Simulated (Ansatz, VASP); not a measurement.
**Two plane-wave programs on SnTe**

POSCAR

```
SnTe
1.0
    0.0000000000      3.5839840137      3.5839840137
    3.5839840137      0.0000000000      3.5839840137
    3.5839840137      3.5839840137      0.0000000000
Sn Te
1 1
Direct
    0.0000000000      0.0000000000      0.0000000000
    0.2500000000      0.2500000000      0.2500000000
```

INCAR.step1

```
SYSTEM = SnTe
PREC = Accurate
ENCUT = 520
ISMEAR = -1
SIGMA = 0.001
LREAL = .False.
LASPH = .True.
NELM = 60
NBANDS = 17
GGA = PE
ALGO = Normal
EDIFF = 1E-4
LWAVE = .True.
LCHARG = .False.
```

Contents of INCAR.step2:

```
SYSTEM = SnTe
PREC = Accurate
ENCUT = 520
EDIFF = 1E-7
ISMEAR = -1
SIGMA = 0.001
LREAL = .False.
LASPH = .True.
NELM = 60
ALGO = Normal
ISIF = 2
LWAVE = .False.
LCHARG = .True.
METAGGA = R2SCAN
LMIXTAU = .True.
LELF = .True.
LVHAR = .True.
NBANDS = 17
ISTART = 1
```

The input KPOINTS:

```
regular mesh
0
Gamma
  4 4 4
  0 0 0
```

Input for Ansatz:

```yaml
crystal:
  lattice:
    - [0.0, 3.5839840137, 3.5839840137]
    - [3.5839840137, 0.0, 3.5839840137]
    - [3.5839840137, 3.5839840137, 0.0]
  atoms:
    - { symbol: Sn, position: [0.0, 0.0, 0.0] }
    - { symbol: Te, position: [0.25, 0.25, 0.25] }
kpoints:
  mp_grid: { grid: [4, 4, 4] }
hamiltonian:
  xc: r2scan
scf:
  occupations: { method: fermi_dirac, width: 0.001 }
  n_extra_bands: 4
output:
  forces: true
  stress: true
  eigenvalues: true
```

Alike in both runs: task single point; functional r2SCAN; k mesh 4 × 4 × 4; occupations fermi-dirac, width 0.001 eV; no spin polarisation.

```csv
,VASP,Ansatz
version,VASP 6.6.1,Ansatz 0.2.0
potentials or method,"VASP PAW PBE potentials, release 64 (Sn_d, Te)",plane waves
plane-wave cutoff (eV),520,500
valence electrons in the cell,20,30
```

```csv
,VASP,Ansatz,Ansatz less VASP
gap on the k mesh at the Fermi level (eV),0.09,0.09,+0.003
pressure (GPa),-0.1,-0.1,+0.01
```

VASP's potentials were made for PBE, not for r2SCAN. With one functional, cell and mesh, what is left measures potentials, basis and numerics. VASP's potentials hold 20 valence electrons a cell and Ansatz's 30, so a difference there can come from the potentials and not from the codes.

Spin-orbit coupling is off throughout.
